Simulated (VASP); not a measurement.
# LiCl (Fm-3m) in VASP: notebook

Runs on LiCl. Level: PBEsol. Tasks: single point, relaxation of cell and atoms.

Program: VASP 6.6.1. These are calculated values, not measurements. Logs are shortened: lines on timing, memory, paths and dates and some standing lists are left out, and cuts for length are marked.

### Step 1. The cell of the first run

It takes space group Fm-3m (No. 225, cubic). Conventional cell: a = 5.063 Å, b = 5.063 Å, c = 5.063 Å, α = 90.00°, β = 90.00°, γ = 90.00°. Within 3.3 Å of Li (site symmetry m-3m) lie 6 Cl at 2.53 Å. Cl (site symmetry m-3m) has 6 Li at 2.53 Å within 3.3 Å.

### Step 2. Single point, PBEsol

Input file INCAR:

```
SYSTEM = LiCl
ALGO     = Normal         ! electronic algorithm
EDIFF    = 1E-6           ! SCF threshold, eV
ENCUT    = 520            ! plane-wave cutoff, eV
GGA      = PS             ! functional
ISIF     = 2              ! what is computed and relaxed
ISMEAR   = 0              ! smearing method
LASPH    = .True.         ! aspherical terms in the spheres
LCHARG   = .True.         ! write CHGCAR
LELF     = .True.         ! ELF
LREAL    = .False.        ! projectors in reciprocal space
LVHAR    = .True.       
LWAVE    = .False.        ! write WAVECAR
NBANDS   = 12             ! bands
NELM     = 60             ! most SCF steps
PREC     = Accurate       ! precision mode
SIGMA    = 0.02           ! smearing width, eV
```

Input file KPOINTS:

```
k-points
0
Gamma
  8 8 8
  0 0 0
```

Input file POSCAR:

```
LiCl
1.0
    0.0000000000      2.5314108948      2.5314108948
    2.5314108948      0.0000000000      2.5314108948
    2.5314108948      2.5314108948      0.0000000000
Li Cl
1 1
Direct
    0.0000000000      0.0000000000      0.0000000000
    0.5000000000      0.5000000000      0.5000000000
```

Potentials or basis: VASP PAW PBE potentials, release 64 (Li_sv, Cl).

On the command line:

```sh
> cat potpaw_PBE.64/Li_sv/POTCAR potpaw_PBE.64/Cl/POTCAR > POTCAR
> mpirun -np 1 vasp_std > vasp.out
```

OUTCAR:

```text
SYSTEM = LiCl
   EDIFF = 1E-6
   ENCUT = 520
   GGA = PS
   ISIF = 2
   ISMEAR = 0
   LASPH = .True.
   LREAL = .False.
   NELM = 60
   PREC = Accurate

 ion  position               nearest neighbor table
   1  0.000  0.000  0.000-   2 2.53   2 2.53   2 2.53   2 2.53   2 2.53   2 2.53
   2  0.500  0.500  0.500-   1 2.53   1 2.53   1 2.53   1 2.53   1 2.53   1 2.53

  LATTYP: Found a face centered cubic cell.
 ALAT       =     5.0628217896

  Lattice vectors:

 A1 = (   0.0000000000,   2.5314108948,   2.5314108948)
 A2 = (   2.5314108948,   0.0000000000,   2.5314108948)
 A3 = (   2.5314108948,   2.5314108948,   0.0000000000)

Analysis of symmetry for initial positions (statically):
=====================================================================
 Subroutine PRICEL returns:
 Original cell was already a primitive cell.

 Routine SETGRP: Setting up the symmetry group for a
 face centered cubic supercell.

 Subroutine GETGRP returns: Found 48 space group operations
 (whereof 48 operations were pure point group operations)
 out of a pool of 48 trial point group operations.

The static configuration has the point symmetry O_h .

Analysis of symmetry for dynamics (positions and initial velocities):
=====================================================================
 Subroutine PRICEL returns:
 Original cell was already a primitive cell.

 Routine SETGRP: Setting up the symmetry group for a
 face centered cubic supercell.

 Subroutine GETGRP returns: Found 48 space group operations
 (whereof 48 operations were pure point group operations)
 out of a pool of 48 trial point group operations.

The dynamic configuration has the point symmetry O_h .

 Subroutine INISYM returns: Found 48 space group operations
 (whereof 48 operations are pure point group operations),
 and found     1 'primitive' translations

----------------------------------------------------------------------------------------

                                     Primitive cell

  volume of cell :      32.4428

  direct lattice vectors                    reciprocal lattice vectors
     0.000000000  2.531410895  2.531410895    -0.197518309  0.197518309  0.197518309
     2.531410895  0.000000000  2.531410895     0.197518309 -0.197518309  0.197518309
     2.531410895  2.531410895  0.000000000     0.197518309  0.197518309 -0.197518309

  length of vectors
     3.579955619  3.579955619  3.579955619     0.342111747  0.342111747  0.342111747

  position of ions in fractional coordinates (direct lattice)
     0.000000000  0.000000000  0.000000000
     0.500000000  0.500000000  0.500000000

  ion indices of the primitive-cell ions
   primitive index   ion index
                 1           1
                 2           2

----------------------------------------------------------------------------------------

 KPOINTS: k-points

Automatic generation of k-mesh.
 Grid dimensions read from file:
 generate k-points for:    8    8    8

 Generating k-lattice:

  Cartesian coordinates                     Fractional coordinates (reciprocal lattice)
    -0.024689789  0.024689789  0.024689789     0.125000000  0.000000000  0.000000000
     0.024689789 -0.024689789  0.024689789     0.000000000  0.125000000  0.000000000
     0.024689789  0.024689789 -0.024689789     0.000000000  0.000000000  0.125000000

  Length of vectors
     0.042763968  0.042763968  0.042763968

  Shift w.r.t. Gamma in fractional coordinates (k-lattice)
     0.000000000  0.000000000  0.000000000

 Subroutine IBZKPT returns following result:
 ===========================================

 Found     29 irreducible k-points:

 Following reciprocal coordinates:
            Coordinates               Weight
  0.000000  0.000000  0.000000      1.000000
  0.125000  0.000000  0.000000      8.000000
  0.250000  0.000000  0.000000      8.000000
  0.375000  0.000000  0.000000      8.000000
  0.500000  0.000000  0.000000      4.000000
  0.125000  0.125000  0.000000      6.000000
[... 16 lines left out ...]
  0.500000  0.250000  0.125000     48.000000
 -0.375000  0.250000  0.125000     24.000000
 [... further k-points ...]
   k-points           NKPTS =     29   k-points in BZ     NKDIM =     29   number of bands    NBANDS=     12
   number of dos      NEDOS =    301   number of ions     NIONS =      2
   total plane-waves  NPLWV =  21952
   dimension x,y,z NGX =    28 NGY =   28 NGZ =   28
   dimension x,y,z NGXF=    56 NGYF=   56 NGZF=   56
   ions per type =               1   1
   NGX,Y,Z   is equivalent  to a cutoff of  13.00, 13.00, 13.00 a.u.
   NGXF,Y,Z  is equivalent  to a cutoff of  26.01, 26.01, 26.01 a.u.
 SYSTEM =  LiCl
   PREC   = accura    normal or accurate (medium, high low for compatibility)
   ISTART =      0    job   : 0-new  1-cont  2-samecut
   ICHARG =      2    charge: 1-file 2-atom 10-const
   ISPIN  =      1    spin polarized calculation?
   LNONCOLLINEAR =      F non collinear calculations
   LSORBIT =      F    spin-orbit coupling
   LASPH  =      T    aspherical Exc in radial PAW
   ENCUT  =  520.0 eV  38.22 Ry    6.18 a.u.   6.66  6.66  6.66*2*pi/ulx,y,z
   NELM   =     60;   NELMIN=  2; NELMDL= -5     # of ELM steps
   EDIFF  = 0.1E-05   stopping-criterion for ELM
   LREAL  =      F    real-space projection
   EDIFFG = 0.1E-04   stopping-criterion for IOM
   NSW    =      0    number of steps for IOM
   IBRION =     -1    ionic relax: 0-MD 1-quasi-New 2-CG
   NFREE  =      0    steps in history (QN), initial steepest desc. (CG)
   ISIF   =      2    stress and relaxation
   ISYM   =      2    0-nonsym 1-usesym 2-fastsym
   POTIM  = 0.5000    time-step for ionic-motion
   TEBEG  =    0.0;   TEEND  =   0.0 temperature during run
   PSTRESS=    0.0 pullay stress
   NELECT =      10.0000    total number of electrons
   NUPDOWN=      -1.0000    fix difference up-down
   EMIN   =  10.00;   EMAX   =-10.00  energy-range for DOS
   EFERMI =   0.00;   METHOD = LEGACY
   ISMEAR =     0;   SIGMA  =   0.02  broadening in eV -4-tet -1-fermi 0-gaus
   EFERMI_NEDOS =   21; number of points for ismear=-14 and -15
   IALGO  =     38    algorithm
   IMIX   =      4    mixing-type and parameters
     AMIX     =   0.40;   BMIX     =  1.00
     AMIX_MAG =   1.60;   BMIX_MAG =  1.00
  volume/ion in A,a.u.               =      16.22       109.47
  Fermi-wavevector in a.u.,A,eV,Ry     =   1.105865  2.089782 16.639079  1.222938
  Thomas-Fermi vector in A             =   2.242358
   LORBIT       =      0    0 simple, 1 ext, 2 COOP (PROOUT), +10 PAW based schemes
   GGA     = PS    functional components
   LHFCALC =     F    Hartree Fock is set to
   AEXX    =    0.0000 exact exchange contribution
   IVDW    =     0    specifies the selected vdW correction
   LEPSILON=     F    determine dielectric tensor
   LRPA    =     F    only Hartree local field effects (RPA)
 non-spin polarized calculation
 Gauss-broadening in eV      SIGMA  =   0.02
  energy-cutoff  :      520.00
  volume of cell :       32.44
 maximum number of plane-waves:       893
   NGX = 13   NGY = 13   NGZ = 13

 number of electron      10.0000000 magnetization

 number of electron       9.9999996 magnetization

 Free energy of the ion-electron system (eV)
  ---------------------------------------------------
  ext. energy  EPLUGINS =         0.00000000
  ---------------------------------------------------
  free energy    TOTEN  =        -7.63912784 eV

  energy without entropy =       -7.63912784  energy(sigma->0) =       -7.63912784

 E-fermi :   0.9696     XC(G=0):  -9.0824

 val. band max:        0.8369328610   @ k =   0.0000   0.0000   0.0000
 cond. band min:       7.2018708348   @ k =   0.0000   0.0000   0.0000
 fundamental gap:      6.3649379738
 Fermi energy:         0.9696459373

 k-point     1 :       0.0000    0.0000    0.0000
  band No.  band energies     occupation
      1     -41.9145      2.00000
      2     -12.6996      2.00000
      3       0.8369      2.00000
      4       0.8369      2.00000
      5       0.8369      2.00000
      6       7.2019      0.00000
      7      12.6798      0.00000
      8      12.6798      0.00000
      9      12.6798      0.00000
     10      15.4801      0.00000
     11      15.4802      0.00000
     12      15.5290      0.00000

 k-point     2 :       0.1250    0.0000    0.0000
  band No.  band energies     occupation
      1     -41.9140      2.00000
      2     -12.6162      2.00000
      3       0.2664      2.00000
      4       0.7917      2.00000
      5       0.7917      2.00000
      6       7.6716      0.00000
      7      11.8905      0.00000
      8      12.6139      0.00000
      9      12.6139      0.00000
     10      13.9424      0.00000
     11      13.9424      0.00000
     12      15.9282      0.00000

 k-point     3 :       0.2500    0.0000    0.0000
  band No.  band energies     occupation
      1     -41.9126      2.00000
      2     -12.4024      2.00000
      3      -0.8698      2.00000
      4       0.6889      2.00000
      5       0.6889      2.00000
      6       8.0147      0.00000
      7      11.4735      0.00000
      8      11.4735      0.00000
      9      11.8378      0.00000
     10      14.7923      0.00000
     11      14.7923      0.00000
     12      16.5007      0.00000
[... 286 lines left out ...]
 k-point    23 :       0.5000    0.2500    0.1250
  band No.  band energies     occupation
      1     -41.9106      2.00000
      2     -12.0228      2.00000
      3      -1.6649      2.00000
      4      -0.4896      2.00000
      5       0.2994      2.00000
      6       9.1627      0.00000
      7      10.1639      0.00000
      8      11.1582      0.00000
      9      12.3069      0.00000
     10      15.3337      0.00000
     11      18.5158      0.00000
     12      18.9149      0.00000

 k-point    24 :      -0.3750    0.2500    0.1250
  band No.  band energies     occupation
      1     -41.9101      2.00000
      2     -11.9335      2.00000
      3      -1.9181      2.00000
      4      -0.5941      2.00000
      5       0.2037      2.00000
      6       8.9603      0.00000
      7      10.1122      0.00000
      8      11.3724      0.00000
      9      12.7081      0.00000
     10      16.4424      0.00000
     11      17.1328      0.00000
     12      19.2470      0.00000

 [... further k-points ...]
[... 5 lines left out ...]
  --------------------------------------------------------------------------------------
  -------------------------------------------------------------------------------------
  Total       -0.0085066     -0.0085066     -0.0085066      0.0000000      0.0000000     -0.0000000
  in kB       -0.4200940     -0.4200940     -0.4200940      0.0000000      0.0000000     -0.0000000
  external PRESSURE =      -0.4200940 kB  Pullay stress =       0.0000000 kB

 VOLUME and BASIS-vectors are now :
 -----------------------------------------------------------------------------
  energy-cutoff  :      520.00
  volume of cell :       32.44
      direct lattice vectors                 reciprocal lattice vectors
     0.000000000  2.531410895  2.531410895    -0.197518309  0.197518309  0.197518309
     2.531410895  0.000000000  2.531410895     0.197518309 -0.197518309  0.197518309
     2.531410895  2.531410895  0.000000000     0.197518309  0.197518309 -0.197518309

 POSITION                                       TOTAL-FORCE (eV/Angst)
 -----------------------------------------------------------------------------------
      0.00000      0.00000      0.00000         0.000000     -0.000000      0.000000
      2.53141      2.53141      2.53141        -0.000000      0.000000     -0.000000
 -----------------------------------------------------------------------------------
    total drift:                                0.000000      0.000000      0.000000

  FREE ENERGIE OF THE ION-ELECTRON SYSTEM (eV)
  ---------------------------------------------------
  free  energy   TOTEN  =        -7.6391278352 eV

  energy  without entropy=       -7.6391278352  energy(sigma->0) =       -7.63912784
```

Run time: 5.3 s. Hardware: 1 thread of Intel Xeon 6975P-C (Granite Rapids), shared host; peak memory 0.14 GiB.

Results:

```yaml
Free_energy: -7.6391 eV
Band_gap_on_the_k_mesh: 6.37 eV, direct
```

Levels at points of the mesh, in eV from the valence-band top:
```csv
k point,band 2,band 3,band 4,band 5,band 6,band 7,band 8,band 9
"(0.00, 0.00, 0.00)",-13.54,0.00,0.00,0.00,6.37,11.84,11.84,11.84
"(0.50, 0.00, 0.00)",-12.90,-3.04,-0.28,-0.28,6.60,9.41,9.41,13.23
"(0.50, 0.50, 0.00)",-12.62,-3.15,-1.20,-1.20,7.86,8.03,12.61,14.29
```

Caveat: the cutoff is under 1.25 times the usual one of these potentials, so pressure, stress and relaxed cells hold a basis-set (Pulay) error; the PAW data sets were made with another functional, which shifts forces and pressure a little.

(Continued in part 2 of 2.)
